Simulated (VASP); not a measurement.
# Al3Ga4N7 in VASP: notebook

The runs below take Al3Ga4N7 through single point, with PBE.

Everything below comes from runs of VASP 6.6.1. Logs are shortened: lines on timing, memory, paths and dates and some standing lists are left out, and cuts for length are marked.

## (1) The cell of the first run

The cell holds an amorphous packing of atoms, 14 atoms: a = 5.424 Å, b = 5.677 Å, c = 5.504 Å, α = 86.24°, β = 92.15°, γ = 90.49°.

## (2) Single point, PBE

INCAR reads:

```
SYSTEM = Al3Ga4N7
PREC = Accurate
ENCUT = 520
EDIFF = 1E-7
ISMEAR = -1
SIGMA = 0.2482
LREAL = .False.
LASPH = .True.
NELM = 60
ALGO = Normal
ISIF = 2
LWAVE = .False.
LCHARG = .False.
GGA = PE
NBANDS = 61
ISYM = 0
```

KPOINTS reads:

```
Automatic mesh
0
Gamma
  1 1 1
  0.25 0.25 0.25
```

POSCAR reads:

```
Al3Ga4N7
1.0
    5.4234100000     -0.0218160000     -0.1020990000
   -0.0218160000      5.6737360000      0.1832450000
   -0.1020990000      0.1832450000      5.4998890000
Al N Ga
3 7 4
Direct
    0.5692672804      0.5022815010      0.1910311365
    0.2829461830      0.7797354812      0.5294904850
    1.0370159523      0.4184057454      0.0880395097
    0.6793131891      0.1527133944      0.5765418595
    0.7527292387      0.2486030596      1.0903021197
    0.6433671188      0.6896833830      0.5286979624
    0.0632062314      0.0101552885      0.4997870661
    0.8148352387      0.7343726356      0.0351277543
    0.3051156220      0.4425143293      0.8471113620
    0.2509017414      0.5307303327      0.3008315508
    0.7575021359      0.9372965289      0.2776971150
    0.8884915573     -0.0314618151      0.8040075572
    0.2197988636      0.3149798539      0.5348118409
    0.6625487458      0.3659341061      0.7701473555
```

Potentials or basis: VASP PAW PBE potentials, release 64 (Al, N, Ga_d).

Command:

```console
> cat potpaw_PBE.64/Al/POTCAR potpaw_PBE.64/N/POTCAR potpaw_PBE.64/Ga_d/POTCAR > POTCAR
> mpirun -np 1 vasp_std > vasp.out
```

OUTCAR:

```text
SYSTEM = Al3Ga4N7
   PREC = Accurate
   ENCUT = 520
   EDIFF = 1E-7
   ISMEAR = -1
   LREAL = .False.
   LASPH = .True.
   NELM = 60
   ISIF = 2
   GGA = PE
   ISYM = 0

 ion  position               nearest neighbor table
   1  0.569  0.502  0.191-  10 1.86   5 1.88   8 2.04   6 2.22   9 2.37  14 2.56   3 2.67  11 2.73
                            13 2.88   3 2.96   2 3.00
   2  0.283  0.780  0.529-   7 1.77  10 1.96   6 2.03   9 2.51  13 2.66  12 2.92   1 3.00  13 3.06
                            11 3.07
   3  0.037  0.418  0.088-  10 1.76   5 1.81   9 2.00   8 2.17  13 2.65  14 2.66   1 2.67   1 2.96

   4  0.679  0.153  0.577-  14 1.67  12 1.92  11 2.17
   5  0.753  0.249  0.090-   3 1.81   1 1.88  14 1.89  11 1.99
   6  0.643  0.690  0.529-  11 2.02   2 2.03  14 2.20   1 2.22
   7  0.063  0.010  0.500-   2 1.77  13 1.94  12 1.95  11 2.08
   8  0.815  0.734  0.035-  12 1.83  11 1.86   1 2.04   3 2.17
   9  0.305  0.443  0.847-  13 1.95   3 2.00  14 2.06   1 2.37   2 2.51
  10  0.251  0.531  0.301-  13 1.73   3 1.76   1 1.86   2 1.96
  11  0.758  0.937  0.278-   8 1.86   5 1.99   6 2.02   7 2.08   4 2.17  12 2.72   1 2.73   2 3.07

  12  0.888  0.969  0.804-   8 1.83   4 1.92   7 1.95  14 2.57  11 2.72   2 2.92
  13  0.220  0.315  0.535-  10 1.73   7 1.94   9 1.95   3 2.65   2 2.66  14 2.71   1 2.88   2 3.06

  14  0.663  0.366  0.770-   4 1.67   5 1.89   9 2.06   6 2.20   1 2.56  12 2.57   3 2.66  13 2.71

IMPORTANT INFORMATION: All symmetrisations will be switched off!
NOSYMM: (Re-)initialisation of all symmetry stuff for point group C_1.

----------------------------------------------------------------------------------------

                                     Primitive cell

  volume of cell :     168.9940

  direct lattice vectors                    reciprocal lattice vectors
     5.423410000 -0.021816000 -0.102099000     0.184452335  0.000599290  0.003404175
    -0.021816000  5.673736000  0.183245000     0.000599290  0.176442520 -0.005867577
    -0.102099000  0.183245000  5.499889000     0.003404175 -0.005867577  0.182080541

  length of vectors
     5.424414823  5.676736286  5.503887894     0.184484718  0.176541073  0.182206862

  position of ions in fractional coordinates (direct lattice)
     0.569267280  0.502281501  0.191031137
     0.282946183  0.779735481  0.529490485
     0.037015952  0.418405745  0.088039510
     0.679313189  0.152713394  0.576541859
     0.752729239  0.248603060  0.090302120
     0.643367119  0.689683383  0.528697962
     0.063206231  0.010155289  0.499787066
     0.814835239  0.734372636  0.035127754
     0.305115622  0.442514329  0.847111362
     0.250901741  0.530730333  0.300831551
     0.757502136  0.937296529  0.277697115
     0.888491557  0.968538185  0.804007557
     0.219798864  0.314979854  0.534811841
     0.662548746  0.365934106  0.770147356

  ion indices of the primitive-cell ions
   primitive index   ion index
                 1           1
                 2           2
                 3           3
                 4           4
                 5           5
                 6           6
                 7           7
                 8           8
                 9           9
                10          10
                11          11
                12          12
                13          13
                14          14

----------------------------------------------------------------------------------------

 KPOINTS: Automatic mesh

Automatic generation of k-mesh.
 Grid dimensions read from file:
 generate k-points for:    1    1    1

 Generating k-lattice:

  Cartesian coordinates                     Fractional coordinates (reciprocal lattice)
     0.184452335  0.000599290  0.003404175     1.000000000 -0.000000000  0.000000000
     0.000599290  0.176442520 -0.005867577     0.000000000  1.000000000  0.000000000
     0.003404175 -0.005867577  0.182080541     0.000000000  0.000000000  1.000000000

  Length of vectors
     0.184484718  0.176541073  0.182206862

  Shift w.r.t. Gamma in fractional coordinates (k-lattice)
     0.250000000  0.250000000  0.250000000

 Subroutine IBZKPT returns following result:
 ===========================================

 Found      1 irreducible k-points:

 Following reciprocal coordinates:
            Coordinates               Weight
  0.250000  0.250000  0.250000      2.000000
   k-points           NKPTS =      1   k-points in BZ     NKDIM =      1   number of bands    NBANDS=     61
   number of dos      NEDOS =    301   number of ions     NIONS =     14
   total plane-waves  NPLWV =  70560
   dimension x,y,z NGX =    40 NGY =   42 NGZ =   42
   dimension x,y,z NGXF=    80 NGYF=   84 NGZF=   84
   ions per type =               3   7   4
   NGX,Y,Z   is equivalent  to a cutoff of  12.26, 12.30, 12.69 a.u.
   NGXF,Y,Z  is equivalent  to a cutoff of  24.52, 24.60, 25.37 a.u.
 SYSTEM =  Al3Ga4N7
   PREC   = accura    normal or accurate (medium, high low for compatibility)
   ISTART =      0    job   : 0-new  1-cont  2-samecut
   ICHARG =      2    charge: 1-file 2-atom 10-const
   ISPIN  =      1    spin polarized calculation?
   LNONCOLLINEAR =      F non collinear calculations
   LSORBIT =      F    spin-orbit coupling
   LASPH  =      T    aspherical Exc in radial PAW
   ENCUT  =  520.0 eV  38.22 Ry    6.18 a.u.  10.09 10.55 10.23*2*pi/ulx,y,z
   NELM   =     60;   NELMIN=  2; NELMDL= -5     # of ELM steps
   EDIFF  = 0.1E-06   stopping-criterion for ELM
   LREAL  =      F    real-space projection
   EDIFFG = 0.1E-05   stopping-criterion for IOM
   NSW    =      0    number of steps for IOM
   IBRION =     -1    ionic relax: 0-MD 1-quasi-New 2-CG
   NFREE  =      0    steps in history (QN), initial steepest desc. (CG)
   ISIF   =      2    stress and relaxation
   ISYM   =      0    0-nonsym 1-usesym 2-fastsym
   POTIM  = 0.5000    time-step for ionic-motion
   TEBEG  =    0.0;   TEEND  =   0.0 temperature during run
   PSTRESS=    0.0 pullay stress
   NELECT =      96.0000    total number of electrons
   NUPDOWN=      -1.0000    fix difference up-down
   EMIN   =  10.00;   EMAX   =-10.00  energy-range for DOS
   EFERMI =   0.00;   METHOD = LEGACY
   ISMEAR =    -1;   SIGMA  =   0.25  broadening in eV -4-tet -1-fermi 0-gaus
   EFERMI_NEDOS =   21; number of points for ismear=-14 and -15
   IALGO  =     38    algorithm
   IMIX   =      4    mixing-type and parameters
     AMIX     =   0.40;   BMIX     =  1.00
     AMIX_MAG =   1.60;   BMIX_MAG =  1.00
  volume/ion in A,a.u.               =      12.07        81.46
  Fermi-wavevector in a.u.,A,eV,Ry     =   1.355839  2.562164 25.011584  1.838300
  Thomas-Fermi vector in A             =   2.482893
   LORBIT       =      0    0 simple, 1 ext, 2 COOP (PROOUT), +10 PAW based schemes
   GGA     = PE    functional components
   LHFCALC =     F    Hartree Fock is set to
   AEXX    =    0.0000 exact exchange contribution
   IVDW    =     0    specifies the selected vdW correction
   LEPSILON=     F    determine dielectric tensor
   LRPA    =     F    only Hartree local field effects (RPA)
 non-spin polarized calculation
  energy-cutoff  :      520.00
  volume of cell :      168.99
 maximum number of plane-waves:      4554
 NGX is ok and might be reduce to    40
   NGX = 21   NGY = 21   NGZ = 21

 number of electron      95.9999997 magnetization

 Free energy of the ion-electron system (eV)
  ---------------------------------------------------
  ext. energy  EPLUGINS =         0.00000000
  ---------------------------------------------------
  free energy    TOTEN  =       -79.80222254 eV

  energy without entropy =      -79.58330976  energy(sigma->0) =      -79.69276615

 E-fermi :   6.5944     XC(G=0): -10.7511

 val. band max:        5.7745045053   @ k =   0.2500   0.2500   0.2500
 cond. band min:       7.3749132764   @ k =   0.2500   0.2500   0.2500
 fundamental gap:      1.6004087712
 Fermi energy:         6.5944157820

 k-point     1 :       0.2500    0.2500    0.2500
  band No.  band energies     occupation
      1     -11.1960      2.00000
      2     -10.7839      2.00000
      3     -10.4072      2.00000
      4      -9.9798      2.00000
      5      -9.8906      2.00000
      6      -9.4628      2.00000
[... 52 lines left out ...]
     59      12.3628      0.00000
     60      12.6379      0.00000
 [bands above 60 left out]

------------------------ aborting loop because EDIFF is reached ----------------------------------------

  FORCE on cell =-STRESS in cart. coord.  units (eV):
  Direction    XX          YY          ZZ          XY          YZ          ZX
  --------------------------------------------------------------------------------------
  -------------------------------------------------------------------------------------
  Total       10.3971235     13.6554534     21.1252824     -2.4114491      5.4411349     -1.0973788
  in kB       98.5717527    129.4629204    200.2819435    -22.8621664     51.5856335    -10.4038923
  external PRESSURE =     142.7722056 kB  Pullay stress =       0.0000000 kB

 VOLUME and BASIS-vectors are now :
 -----------------------------------------------------------------------------
  energy-cutoff  :      520.00
  volume of cell :      168.99
      direct lattice vectors                 reciprocal lattice vectors
     5.423410000 -0.021816000 -0.102099000     0.184452335  0.000599290  0.003404175
    -0.021816000  5.673736000  0.183245000     0.000599290  0.176442520 -0.005867577
    -0.102099000  0.183245000  5.499889000     0.003404175 -0.005867577  0.182080541

 POSITION                                       TOTAL-FORCE (eV/Angst)
 -----------------------------------------------------------------------------------
      3.05691      2.87240      1.08457        -0.000674      1.593521      1.283267
      1.46346      4.51487      3.02613         3.473736     -2.516079      0.269503
      0.18264      2.38925      0.55710         1.278534      2.742288     -2.683917
      3.62200      0.95728      3.12954        -2.330365     -2.664242     -2.546901
      4.06772      1.41063      0.46535         0.755971     -0.062053      0.455678
      3.42022      3.99593      2.96847        -0.797389     -0.022341     -1.398369
      0.29154      0.14782      2.74418         3.140756      0.049811     -0.127095
      4.39958      4.15530      0.24458        -0.017041     -1.936845      0.407782
      1.55862      2.65928      4.70896        -2.155888      0.179890     -0.097211
      1.31845      3.06088      1.72618        -0.019044      1.800454     -0.446502
      4.05944      5.35233      1.62172         0.348254      0.931440      3.833627
      4.71544      5.62318      4.50872        -1.450344     -1.779266     -2.440043
      1.13058      1.88032      2.97668         0.179404     -3.786240      3.747773
      3.50666      2.20289      4.23513        -2.405911      5.469663     -0.257591
 -----------------------------------------------------------------------------------
    total drift:                                0.000223      0.000886     -0.000286

  FREE ENERGIE OF THE ION-ELECTRON SYSTEM (eV)
  ---------------------------------------------------
  free  energy   TOTEN  =       -79.8022225431 eV

  energy  without entropy=      -79.5833097636  energy(sigma->0) =      -79.69276615
```

It took 22 s on 1 thread of Intel Xeon Platinum 8488C (Sapphire Rapids), shared host; peak memory 0.24 GiB.

Results:

```yaml
Free_energy: -79.8022 eV
Pressure: 14.3 GPa
Largest_force: 5.981 eV/Å
Band_gap_on_the_k_mesh: 1.60 eV
```

Forces on the atoms (eV/Å):
```
Al  -0.001  1.594  1.283
Al   3.474 -2.516  0.270
Al   1.279  2.742 -2.684
N   -2.330 -2.664 -2.547
N    0.756 -0.062  0.456
N   -0.797 -0.022 -1.398
N    3.141  0.050 -0.127
N   -0.017 -1.937  0.408
N   -2.156  0.180 -0.097
N   -0.019  1.800 -0.447
Ga   0.348  0.931  3.834
Ga  -1.450 -1.779 -2.440
Ga   0.179 -3.786  3.748
Ga  -2.406  5.470 -0.258
```

Stress tensor (GPa, compression positive):
```
 9.86 -2.29 -1.04
-2.29 12.95  5.16
-1.04  5.16 20.03
```

Levels at points of the mesh, in eV from the valence-band top:
| k point | band 44 | band 45 | band 46 | band 47 | band 48 | band 49 | band 50 | band 51 | band 52 | band 53 |
| --- | --- | --- | --- | --- | --- | --- | --- | --- | --- | --- |
| (0.25, 0.25, 0.25) | -1.59 | -1.26 | -0.72 | -0.32 | 0.00 | 1.60 | 2.07 | 3.00 | 3.50 | 4.32 |

Caveat: the k points lie up to 1.16 Å⁻¹ apart.

## (3) Single point, PBE

INCAR reads:

```
ALGO     = Normal         # electronic algorithm
EDIFF    = 1E-7           # SCF threshold, eV
ENCUT    = 520            # plane-wave cutoff, eV
GGA      = PE             # functional
ISIF     = 2              # what is computed and relaxed
ISMEAR   = -1             # smearing method
ISYM     = 0            
LASPH    = T              # aspherical terms in the spheres
LCHARG   = F              # write CHGCAR
LREAL    = F              # projectors in reciprocal space
LWAVE    = F              # write WAVECAR
NBANDS   = 61             # bands
NELM     = 100            # most SCF steps
PREC     = Accurate       # precision mode
SIGMA    = 0.2482         # smearing width, eV
```

KPOINTS is that of step 2.

POSCAR reads:

```
Al3Ga4N7
1.0
    5.4234100000     -0.0218160000     -0.1020990000
   -0.0218160000      5.6737360000      0.1832450000
   -0.1020990000      0.1832450000      5.4998890000
Al N Ga
3 7 4
Direct
    0.4963346939      0.4555705947      0.2042607119
    0.2147139921      0.7248787205      0.5397511991
    1.0009032875      0.5729245012      0.0833110767
    0.4564560263      0.0846760547      0.5381236313
    0.6914416762      0.2499834982      1.0097362470
    0.6714605077      0.6056296929      0.4399770310
   -0.0256611386     -0.0258468907      0.5978804912
    0.7356832939      0.7500270099     -0.0034521007
    0.1963696933      0.5196505264      0.8009937634
    0.1519919803      0.4595532284      0.3428751740
    0.7378882004      1.0118733638      0.3067338110
    0.6834799134     -0.0288432300      0.7805761159
    0.1717955339      0.2393640665      0.6001493637
    0.6342573668      0.5028452884      0.7518161108
```

Potentials or basis: VASP PAW PBE potentials, release 64 (Al, N, Ga_d).

Command:

```console
> cat potpaw_PBE.64/Al/POTCAR potpaw_PBE.64/N/POTCAR potpaw_PBE.64/Ga_d/POTCAR > POTCAR
> mpirun -np 1 vasp_std > vasp.out
```

Run time: 22 s. Hardware: 1 thread of Intel Xeon Platinum 8488C (Sapphire Rapids), shared host; peak memory 0.24 GiB.

Results (log left out):

| Item | Value |
| --- | --- |
| Free energy | -82.5877 eV |
| Pressure | 10.1 GPa |
| Largest force | 4.836 eV/Å |
| Band gap on the k mesh | 2.60 eV |

Forces on the atoms (eV/Å):
```
Al  -0.386 -0.013  0.265
Al  -0.453  1.702 -0.084
Al  -0.478 -1.585 -2.625
N    1.162 -2.406 -1.180
N   -0.058  0.748  1.112
N   -0.607  0.675 -0.172
N    0.235 -0.359 -2.210
N   -0.888 -3.081  3.621
N    0.949 -0.529  2.886
N    2.656  2.127 -1.932
Ga  -0.801 -1.206 -0.123
Ga  -0.387  4.552 -1.464
Ga  -0.530  0.717  1.441
Ga  -0.415 -1.343  0.465
```

Stress tensor (GPa, compression positive):
```
  7.42  -2.22   5.87
 -2.22   7.04 -10.65
  5.87 -10.65  15.73
```

Levels at points of the mesh, in eV from the valence-band top:
```csv
k point,band 45,band 46,band 47,band 48,band 49,band 50,band 51,band 52
"(0.25, 0.25, 0.25)",-0.72,-0.62,-0.12,0.00,2.60,3.21,3.94,4.95
```

Caveat: the k points lie up to 1.16 Å⁻¹ apart.

## (4) Single point, PBE

INCAR reads:

```
ALGO = Normal ; EDIFF = 1E-6
ENCUT = 520 ; GGA = PE
ISIF = 2 ; ISMEAR = -1
ISYM = 0 ; LASPH = True
LCHARG = True ; LELF = True
LREAL = False ; LVHAR = True
LWAVE = False ; NBANDS = 61
NELM = 100 ; PREC = Accurate
SIGMA = 0.1379
```

KPOINTS is that of step 3.

POSCAR reads:

```
Al3Ga4N7
1.0
    5.4234100000     -0.0218160000     -0.1020990000
   -0.0218160000      5.6737360000      0.1832450000
   -0.1020990000      0.1832450000      5.4998890000
Al N Ga
3 7 4
Direct
    0.4662624456      0.5412363591      0.1359151199
    0.2218270357      0.7331779272      0.6214160193
   -0.0419755465      0.4963374502      0.1086720082
    0.4135826879      0.0457185127      0.5341589058
    0.6816651003      0.2689178134      0.0644630247
    0.6362013003      0.5959391707      0.5098138605
    0.9470472179      0.9827667945      0.5617421502
    0.7254060230      0.7410165379      1.0469276115
    0.1907493733      0.5055542332      0.8609573820
    0.1736589222      0.5359855500      0.3571286130
    0.6853629068     -0.0308266679      0.2883530377
    0.6750259013      0.9837115690      0.7753315100
    0.1691225670      0.2712687402      0.5639136726
    0.6397180184      0.4263241364      0.7645364849
```

Command:

```console
> cat potpaw_PBE.64/Al/POTCAR potpaw_PBE.64/N/POTCAR potpaw_PBE.64/Ga_d/POTCAR > POTCAR
> mpirun -np 1 vasp_std > vasp.out
```

Run time: 20 s. Hardware: 1 thread of Intel Xeon Platinum 8488C (Sapphire Rapids), shared host; peak memory 0.24 GiB.

It converged, with:

- Free energy: -83.7950 eV
- Pressure: 8.5 GPa
- Largest force: 4.390 eV/Å
- Band gap on the k mesh: 2.47 eV

Forces in eV/Å, atoms in the order of the input:
```
Al  -2.187 -0.963  3.683
Al  -0.596  2.276 -3.026
Al   0.287  0.603  0.258
N    1.277 -1.833  0.794
N    0.437 -0.254  0.603
N   -0.166  1.940 -3.547
N    0.339  1.014  0.368
N   -1.333  1.804 -0.778
N    0.885 -0.826  1.353
N    0.492  0.600 -2.008
Ga   0.549  0.099  2.310
Ga   1.271 -1.653 -0.145
Ga  -1.421 -1.481  0.906
Ga   0.165 -1.324 -0.771
```

Stress tensor (GPa, compression positive):
```
 7.74  0.57  1.52
 0.57  5.69 -5.95
 1.52 -5.95 12.00
```

Levels at points of the mesh, in eV from the valence-band top:
```csv
k point,band 44,band 45,band 46,band 47,band 48,band 49,band 50,band 51,band 52,band 53
"(0.25, 0.25, 0.25)",-1.88,-1.34,-1.18,-0.62,0.00,2.47,2.98,3.23,3.95,4.58
```

Caveat: the k points lie up to 1.16 Å⁻¹ apart.

(Part 1 of 2 ends here.)
